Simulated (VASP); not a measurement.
# Zn (Fm-3m) in VASP: settings compared

Aim: see how the results for Zn move with the level of theory and the settings. Levels: r2SCAN, revPBE, BLYP, PBE-based screened hybrid, PBEsol-based screened hybrid. Tasks: single point, relaxation of cell and atoms.

Everything below comes from runs of VASP 6.6.1. Logs are shortened: lines on timing, memory, paths and dates and some standing lists are left out, and cuts for length are marked.

## (1) The cell of the first run

It takes space group Fm-3m (No. 225, cubic). The conventional cell has a = 3.930 Å, b = 3.930 Å, c = 3.930 Å, α = 90.00°, β = 90.00°, γ = 90.00°. Zn (site symmetry m-3m) has 12 Zn at 2.78 Å within 3.7 Å.

## (2) Single point, r2SCAN

Input file POSCAR:

```
Zn
1.0
    0.0000000000      1.9647760000      1.9647760000
    1.9647760000      0.0000000000      1.9647760000
    1.9647760000      1.9647760000      0.0000000000
Zn
1
Direct
    0.0000000000      0.0000000000      0.0000000000
```

Input file INCAR.step1:

```
SYSTEM = Zn
PREC     = Accurate       ! precision mode
ENCUT    = 520            ! plane-wave cutoff, eV
ISMEAR   = -1             ! smearing method
SIGMA    = 0.05           ! smearing width, eV
LREAL    = .False.        ! projectors in reciprocal space
LASPH    = .True.         ! aspherical terms in the spheres
NELM     = 80             ! most SCF steps
NBANDS   = 12             ! bands
GGA      = PE             ! functional
ALGO     = Normal         ! electronic algorithm
EDIFF    = 1E-4           ! SCF threshold, eV
LWAVE    = .True.         ! write WAVECAR
LCHARG   = .False.        ! write CHGCAR
```

Input file INCAR.step2:

```
SYSTEM = Zn
PREC     = Accurate       ! precision mode
ENCUT    = 520            ! plane-wave cutoff, eV
EDIFF    = 1E-7           ! SCF threshold, eV
ISMEAR   = -1             ! smearing method
SIGMA    = 0.05           ! smearing width, eV
LREAL    = .False.        ! projectors in reciprocal space
LASPH    = .True.         ! aspherical terms in the spheres
NELM     = 80             ! most SCF steps
ALGO     = Normal         ! electronic algorithm
ISIF     = 2              ! what is computed and relaxed
LWAVE    = .False.        ! write WAVECAR
LCHARG   = .False.        ! write CHGCAR
METAGGA  = R2SCAN         ! meta-GGA
LMIXTAU  = .True.       
NBANDS   = 12             ! bands
ISTART   = 1
```

Input file KPOINTS:

```
Automatic mesh
0
Gamma
  12 12 12
  0 0 0
```

Potentials or basis: VASP PAW PBE potentials, release 64 (Zn).

Command:

```bash
cat potpaw_PBE.64/Zn/POTCAR > POTCAR
cp INCAR.step1 INCAR
mpirun -np 1 vasp_std > vasp.out
cp INCAR.step2 INCAR
mpirun -np 1 vasp_std > vasp.out
```

OUTCAR:

```text
SYSTEM = Zn
   PREC = Accurate
   ENCUT = 520
   EDIFF = 1E-7
   ISMEAR = -1
   LREAL = .False.
   LASPH = .True.
   NELM = 80
   ISIF = 2
   METAGGA = R2SCAN
   ISTART = 1

 ion  position               nearest neighbor table
   1  0.000  0.000  0.000-

  LATTYP: Found a face centered cubic cell.
 ALAT       =     3.9295520000

  Lattice vectors:

 A1 = (   0.0000000000,   1.9647760000,   1.9647760000)
 A2 = (   1.9647760000,   0.0000000000,   1.9647760000)
 A3 = (   1.9647760000,   1.9647760000,   0.0000000000)

Analysis of symmetry for initial positions (statically):
=====================================================================
 Subroutine PRICEL returns:
 Original cell was already a primitive cell.

 Routine SETGRP: Setting up the symmetry group for a
 face centered cubic supercell.

 Subroutine GETGRP returns: Found 48 space group operations
 (whereof 48 operations were pure point group operations)
 out of a pool of 48 trial point group operations.

The static configuration has the point symmetry O_h .

Analysis of symmetry for dynamics (positions and initial velocities):
=====================================================================
 Subroutine PRICEL returns:
 Original cell was already a primitive cell.

 Routine SETGRP: Setting up the symmetry group for a
 face centered cubic supercell.

 Subroutine GETGRP returns: Found 48 space group operations
 (whereof 48 operations were pure point group operations)
 out of a pool of 48 trial point group operations.

The dynamic configuration has the point symmetry O_h .

 Subroutine INISYM returns: Found 48 space group operations
 (whereof 48 operations are pure point group operations),
 and found     1 'primitive' translations

----------------------------------------------------------------------------------------

                                     Primitive cell

  volume of cell :      15.1694

  direct lattice vectors                    reciprocal lattice vectors
     0.000000000  1.964776000  1.964776000    -0.254481936  0.254481936  0.254481936
     1.964776000  0.000000000  1.964776000     0.254481936 -0.254481936  0.254481936
     1.964776000  1.964776000  0.000000000     0.254481936  0.254481936 -0.254481936

  length of vectors
     2.778612866  2.778612866  2.778612866     0.440775643  0.440775643  0.440775643

  position of ions in fractional coordinates (direct lattice)
     0.000000000  0.000000000  0.000000000

  ion indices of the primitive-cell ions
   primitive index   ion index
                 1           1

----------------------------------------------------------------------------------------

 KPOINTS: Automatic mesh

Automatic generation of k-mesh.
 Grid dimensions read from file:
 generate k-points for:   12   12   12

 Generating k-lattice:

  Cartesian coordinates                     Fractional coordinates (reciprocal lattice)
    -0.021206828  0.021206828  0.021206828     0.083333333  0.000000000  0.000000000
     0.021206828 -0.021206828  0.021206828     0.000000000  0.083333333  0.000000000
     0.021206828  0.021206828 -0.021206828     0.000000000  0.000000000  0.083333333

  Length of vectors
     0.036731304  0.036731304  0.036731304

  Shift w.r.t. Gamma in fractional coordinates (k-lattice)
     0.000000000  0.000000000  0.000000000

 Subroutine IBZKPT returns following result:
 ===========================================

 Found     72 irreducible k-points:

 Following reciprocal coordinates:
            Coordinates               Weight
  0.000000  0.000000  0.000000      1.000000
  0.083333  0.000000  0.000000      8.000000
  0.166667  0.000000  0.000000      8.000000
  0.250000  0.000000  0.000000      8.000000
  0.333333  0.000000  0.000000      8.000000
  0.416667  0.000000  0.000000      8.000000
[... 16 lines left out ...]
  0.500000  0.166667  0.000000     24.000000
 -0.416667  0.166667  0.000000     24.000000
 [... further k-points ...]
   k-points           NKPTS =     72   k-points in BZ     NKDIM =     72   number of bands    NBANDS=     12
   number of dos      NEDOS =    301   number of ions     NIONS =      1
   total plane-waves  NPLWV =  13824
   dimension x,y,z NGX =    24 NGY =   24 NGZ =   24
   dimension x,y,z NGXF=    48 NGYF=   48 NGZF=   48
   ions per type =               1
   NGX,Y,Z   is equivalent  to a cutoff of  14.36, 14.36, 14.36 a.u.
   NGXF,Y,Z  is equivalent  to a cutoff of  28.72, 28.72, 28.72 a.u.
 SYSTEM =  Zn
   PREC   = accura    normal or accurate (medium, high low for compatibility)
   ISTART =      1    job   : 0-new  1-cont  2-samecut
   ICHARG =      0    charge: 1-file 2-atom 10-const
   ISPIN  =      1    spin polarized calculation?
   LNONCOLLINEAR =      F non collinear calculations
   LSORBIT =      F    spin-orbit coupling
   LASPH  =      T    aspherical Exc in radial PAW
   ENCUT  =  520.0 eV  38.22 Ry    6.18 a.u.   5.17  5.17  5.17*2*pi/ulx,y,z
   NELM   =     80;   NELMIN=  2; NELMDL=  0     # of ELM steps
   EDIFF  = 0.1E-06   stopping-criterion for ELM
   LREAL  =      F    real-space projection
   EDIFFG = 0.1E-05   stopping-criterion for IOM
   NSW    =      0    number of steps for IOM
   IBRION =     -1    ionic relax: 0-MD 1-quasi-New 2-CG
   NFREE  =      0    steps in history (QN), initial steepest desc. (CG)
   ISIF   =      2    stress and relaxation
   ISYM   =      2    0-nonsym 1-usesym 2-fastsym
   POTIM  = 0.5000    time-step for ionic-motion
   TEBEG  =    0.0;   TEEND  =   0.0 temperature during run
   PSTRESS=    0.0 pullay stress
   NELECT =      12.0000    total number of electrons
   NUPDOWN=      -1.0000    fix difference up-down
   EMIN   =  10.00;   EMAX   =-10.00  energy-range for DOS
   EFERMI =   0.00;   METHOD = LEGACY
   ISMEAR =    -1;   SIGMA  =   0.05  broadening in eV -4-tet -1-fermi 0-gaus
   EFERMI_NEDOS =   21; number of points for ismear=-14 and -15
   IALGO  =     38    algorithm
   IMIX   =      4    mixing-type and parameters
     AMIX     =   0.40;   BMIX     =  1.00
     AMIX_MAG =   1.60;   BMIX_MAG =  1.00
  volume/ion in A,a.u.               =      15.17       102.37
  Fermi-wavevector in a.u.,A,eV,Ry     =   1.514069  2.861175 31.190044  2.292404
  Thomas-Fermi vector in A             =   2.623775
   LORBIT       =      0    0 simple, 1 ext, 2 COOP (PROOUT), +10 PAW based schemes
   METAGGA = R2SCAN    functional components
   LHFCALC =     F    Hartree Fock is set to
   AEXX    =    0.0000 exact exchange contribution
   IVDW    =     0    specifies the selected vdW correction
   LEPSILON=     F    determine dielectric tensor
   LRPA    =     F    only Hartree local field effects (RPA)
 non-spin polarized calculation
  energy-cutoff  :      520.00
  volume of cell :       15.17
 maximum number of plane-waves:       424
 NGX is ok and might be reduce to    24
   NGX = 11   NGY = 11   NGZ = 11

 number of electron      12.0000008 magnetization

 Free energy of the ion-electron system (eV)
  ---------------------------------------------------
  ext. energy  EPLUGINS =         0.00000000
  ---------------------------------------------------
  free energy    TOTEN  =        -8.84889456 eV

  energy without entropy =       -8.84597512  energy(sigma->0) =       -8.84743484

 E-fermi :   2.9066     XC(G=0): -12.6780

 val. band max:        2.8983500839   @ k =  -0.3333   0.3333   0.1667
 cond. band min:       2.9784172156   @ k =  -0.4167   0.0833   0.0000
 fundamental gap:      0.0800671317
 Fermi energy:         2.9065708881

 k-point     1 :       0.0000    0.0000    0.0000
  band No.  band energies     occupation
      1      -7.8797      2.00000
      2      -4.9890      2.00000
      3      -4.9890      2.00000
      4      -4.9890      2.00000
      5      -4.6033      2.00000
      6      -4.6033      2.00000
      7      22.3109      0.00000
      8      22.3110      0.00000
      9      22.3110      0.00000
     10      22.6612      0.00000
     11      24.7923      0.00000
     12      24.7923      0.00000

 k-point     2 :       0.0833    0.0000    0.0000
  band No.  band energies     occupation
      1      -7.6605      2.00000
      2      -5.0064      2.00000
      3      -4.9654      2.00000
      4      -4.9654      2.00000
      5      -4.6098      2.00000
      6      -4.6097      2.00000
      7      18.9104      0.00000
      8      21.6005      0.00000
      9      21.6005      0.00000
     10      22.4771      0.00000
     11      25.8786      0.00000
     12      25.8786      0.00000

 k-point     3 :       0.1667    0.0000    0.0000
  band No.  band energies     occupation
      1      -7.0298      2.00000
      2      -5.0246      2.00000
      3      -4.9186      2.00000
      4      -4.9185      2.00000
      5      -4.6085      2.00000
      6      -4.6084      2.00000
      7      14.6433      0.00000
      8      20.6000      0.00000
      9      20.6001      0.00000
     10      22.2565      0.00000
     11      27.7273      0.00000
     12      27.7275      0.00000
[... 286 lines left out ...]
 k-point    23 :       0.5000    0.1667    0.0000
  band No.  band energies     occupation
      1      -5.5360      2.00000
      2      -5.0799      2.00000
      3      -4.8327      2.00000
      4      -4.7007      2.00000
      5      -4.3060      2.00000
      6      -0.2161      2.00000
      7       3.4893      0.00002
      8      13.7871      0.00000
      9      15.9202      0.00000
     10      18.4860      0.00000
     11      27.2431      0.00000
     12      28.1995      0.00000

 k-point    24 :      -0.4167    0.1667    0.0000
  band No.  band energies     occupation
      1      -5.5206      2.00000
      2      -5.0825      2.00000
      3      -4.8496      2.00000
      4      -4.6441      2.00000
      5      -4.3598      2.00000
      6       0.5375      2.00000
      7       2.6055      1.99516
      8      12.8492      0.00000
      9      16.7655      0.00000
     10      19.0889      0.00000
     11      26.3674      0.00000
     12      27.5737      0.00000

 [... further k-points ...]
[... 5 lines left out ...]
  --------------------------------------------------------------------------------------
  -------------------------------------------------------------------------------------
  Total       -0.4108478     -0.4108478     -0.4108478      0.0000000      0.0000000      0.0000000
  in kB      -43.3932726    -43.3932726    -43.3932726      0.0000000      0.0000000      0.0000000
  external PRESSURE =     -43.3932726 kB  Pullay stress =       0.0000000 kB

 VOLUME and BASIS-vectors are now :
 -----------------------------------------------------------------------------
  energy-cutoff  :      520.00
  volume of cell :       15.17
      direct lattice vectors                 reciprocal lattice vectors
     0.000000000  1.964776000  1.964776000    -0.254481936  0.254481936  0.254481936
     1.964776000  0.000000000  1.964776000     0.254481936 -0.254481936  0.254481936
     1.964776000  1.964776000  0.000000000     0.254481936  0.254481936 -0.254481936

 POSITION                                       TOTAL-FORCE (eV/Angst)
 -----------------------------------------------------------------------------------
      0.00000      0.00000      0.00000        -0.000000     -0.000000     -0.000000
 -----------------------------------------------------------------------------------
    total drift:                                0.000000      0.000000     -0.000000

  FREE ENERGIE OF THE ION-ELECTRON SYSTEM (eV)
  ---------------------------------------------------
  free  energy   TOTEN  =        -8.8488945604 eV

  energy  without entropy=       -8.8459751204  energy(sigma->0) =       -8.84743484
```

Run time: 1.7 min. Hardware: 1 thread of Intel Xeon 8259CL, shared host; peak memory 0.15 GiB.

Results:

```
Free energy            : -8.8489 eV
Pressure               : -4.3 GPa
Band gap on the k mesh : zero (band 6 reaches 5.26 eV, above the bottom of band 7 at 1.59 eV)
```

Caveat: the PAW data sets were made with another functional, which shifts forces and pressure a little.

## (3) Relaxation of cell and atoms, revPBE

Input file INCAR:

```
PREC     = Accurate       # precision mode
ENCUT    = 600            # plane-wave cutoff, eV
EDIFF    = 1E-6           # SCF threshold, eV
ISMEAR   = -1             # smearing method
SIGMA    = 0.05           # smearing width, eV
LREAL    = F              # projectors in reciprocal space
LASPH    = T              # aspherical terms in the spheres
NELM     = 80             # most SCF steps
ALGO     = Fast           # electronic algorithm
ISIF     = 3              # what is computed and relaxed
LWAVE    = F              # write WAVECAR
LCHARG   = F              # write CHGCAR
GGA      = RE             # functional
IBRION   = 2              # ionic algorithm
NSW      = 60             # ionic steps
EDIFFG   = -0.01          # ionic threshold
```

Input file KPOINTS:

```
Automatic mesh
0
Gamma
  12 12 12
```

POSCAR is that of step 2.

Potentials or basis: VASP PAW PBE potentials, release 64 (Zn).

Command:

```bash
cat potpaw_PBE.64/Zn/POTCAR > POTCAR
mpirun -np 1 vasp_std > vasp.out
```

OUTCAR:

```text
PREC = Accurate
   ENCUT = 600
   EDIFF = 1E-6
   ISMEAR = -1
   LREAL = F
   LASPH = T
   NELM = 80
   ISIF = 3
   GGA = RE
   IBRION = 2
   NSW = 60
   EDIFFG = -0.01

 ion  position               nearest neighbor table
   1  0.000  0.000  0.000-

  LATTYP: Found a face centered cubic cell.
 ALAT       =     3.9295520000

  Lattice vectors:

 A1 = (   0.0000000000,   1.9647760000,   1.9647760000)
 A2 = (   1.9647760000,   0.0000000000,   1.9647760000)
 A3 = (   1.9647760000,   1.9647760000,   0.0000000000)

Analysis of symmetry for initial positions (statically):
=====================================================================
 Subroutine PRICEL returns:
 Original cell was already a primitive cell.

 Routine SETGRP: Setting up the symmetry group for a
 face centered cubic supercell.

 Subroutine GETGRP returns: Found 48 space group operations
 (whereof 48 operations were pure point group operations)
 out of a pool of 48 trial point group operations.

The static configuration has the point symmetry O_h .

Analysis of symmetry for dynamics (positions and initial velocities):
=====================================================================
 Subroutine PRICEL returns:
 Original cell was already a primitive cell.

[... 163 lines left out ...]
  Total        0.2052249      0.2052249      0.2052249     -0.0000000     -0.0000000      0.0000000
  in kB       21.6756208     21.6756208     21.6756208     -0.0000000     -0.0000000      0.0000000
  external PRESSURE =      21.6756208 kB  Pullay stress =       0.0000000 kB
[... 162 lines left out ...]
--------------------------------------- Ionic step        6  -------------------------------------------

 number of electron      11.9999998 magnetization

 Free energy of the ion-electron system (eV)
  ---------------------------------------------------
  ext. energy  EPLUGINS =         0.00000000
  ---------------------------------------------------
  free energy    TOTEN  =        -0.78024492 eV

  energy without entropy =       -0.77661735  energy(sigma->0) =       -0.77843113

 E-fermi :   2.9253     XC(G=0): -11.3100

 val. band max:        2.8370051446   @ k =  -0.4167   0.4167   0.0000
 cond. band min:       2.9309587818   @ k =  -0.4167   0.0833   0.0000
 fundamental gap:      0.0939536372
 Fermi energy:         2.9252646397

 k-point     1 :       0.0000    0.0000    0.0000
  band No.  band energies     occupation
      1      -7.1286      2.00000
      2      -4.5687      2.00000
      3      -4.5687      2.00000
      4      -4.5687      2.00000
      5      -4.2126      2.00000
      6      -4.2126      2.00000
      7      20.8479      0.00000
      8      20.8480      0.00000
      9      20.8480      0.00000
     10      21.5605      0.00000
[... 287 lines left out ...]
 k-point    24 :      -0.4167    0.1667    0.0000
  band No.  band energies     occupation
      1      -5.0359      2.00000
      2      -4.6499      2.00000
      3      -4.4383      2.00000
      4      -4.2363      2.00000
      5      -3.9869      2.00000
      6       0.7410      2.00000
      7       2.5731      1.99826
      8      12.1594      0.00000
      9      15.7891      0.00000
     10      18.0768      0.00000

 [... further k-points ...]
[... 5 lines left out ...]
  --------------------------------------------------------------------------------------
  -------------------------------------------------------------------------------------
  Total        0.0076311      0.0076311      0.0076311      0.0000000      0.0000000     -0.0000000
  in kB        0.7804515      0.7804515      0.7804515      0.0000000      0.0000000     -0.0000000
  external PRESSURE =       0.7804515 kB  Pullay stress =       0.0000000 kB
[... 16 lines left out ...]
  FREE ENERGIE OF THE ION-ELECTRON SYSTEM (eV)
  ---------------------------------------------------
  free  energy   TOTEN  =        -0.7802449192 eV

  energy  without entropy=       -0.7766173471  energy(sigma->0) =       -0.77843113

 reached required accuracy - stopping structural energy minimisation
```

OSZICAR:

```text
N       E                     dE             d eps       ncg     rms          rms(c)
DAV:   1     0.378454103100E+02    0.37845E+02   -0.76170E+03  1440   0.209E+03
DAV:   2    -0.142751057060E+00   -0.37988E+02   -0.36310E+02  1450   0.217E+02
DAV:   3    -0.855651340776E+00   -0.71290E+00   -0.71170E+00  1644   0.322E+01
DAV:   4    -0.857316346631E+00   -0.16650E-02   -0.16649E-02  1576   0.152E+00
[... 43 lines left out ...]
DAV:   1    -0.780432033607E+00   -0.17346E-03   -0.23105E-03  1600   0.101E+00    0.983E-02
RMM:   2    -0.780264211723E+00    0.16782E-03   -0.47566E-04  1440   0.358E-01    0.318E-02
RMM:   3    -0.780251372923E+00    0.12839E-04   -0.11092E-05  1430   0.586E-02    0.180E-02
RMM:   4    -0.780245051312E+00    0.63216E-05   -0.34474E-06  1201   0.200E-02    0.264E-03
RMM:   5    -0.780244919229E+00    0.13208E-06   -0.97521E-07   862   0.180E-02
   6 F= -.78024492E+00 E0= -.77843113E+00  d E =-.370646E-02
```

CONTCAR:

```text
Zn
   1.00000000000000
    -0.0000000000000000    1.9859771507225752    1.9859771507225752
     1.9859771507225752   -0.0000000000000000    1.9859771507225752
     1.9859771507225752    1.9859771507225752   -0.0000000000000000
  Zn
     1
Direct
     0.0000000000000000    0.0000000000000000    0.0000000000000000

  0.00000000E+00  0.00000000E+00  0.00000000E+00
```

It took 66 s on 1 thread of Intel Xeon 8259CL, shared host; peak memory 0.15 GiB.

What came out:

| Item | Value |
| --- | --- |
| Free energy | -0.7802 eV |
| Relaxed volume | 15.67 Å³/atom |
| Relaxed cell | a = 2.809 Å, b = 2.809 Å, c = 2.809 Å, α = 60.00°, β = 60.00°, γ = 60.00° |
| Space group after relaxing (to 0.05 Å) | Fm-3m (No. 225) |
| Energy gained by relaxing | 3.7 meV/atom |
| Ionic steps | 6 |
| Pressure after relaxing | 0.1 GPa |
| Band gap on the k mesh | zero (band 6 reaches 5.20 eV, above the bottom of band 7 at 1.56 eV) |

Step by step:
```csv
step,energy change (eV),largest force (eV/Å),pressure (GPa),volume (Å³)
1,0.0000,0.0000,2.17,15.17
2,-0.0036,0.0000,0.57,15.62
3,-0.0025,0.0000,-0.91,16.05
4,-0.0037,0.0000,-0.99,15.78
5,-0.0037,0.0000,-0.22,15.68
6,-0.0037,0.0000,0.08,15.67
```

Final structure:
```
CELL_PARAMETERS angstrom
0.00000 1.98598 1.98598
1.98598 0.00000 1.98598
1.98598 1.98598 0.00000
ATOMIC_POSITIONS crystal
Zn 0.00000 0.00000 0.00000
```

Caveat: the PAW data sets were made with another functional, which shifts forces and pressure a little.

(Continued in part 2 of 2.)
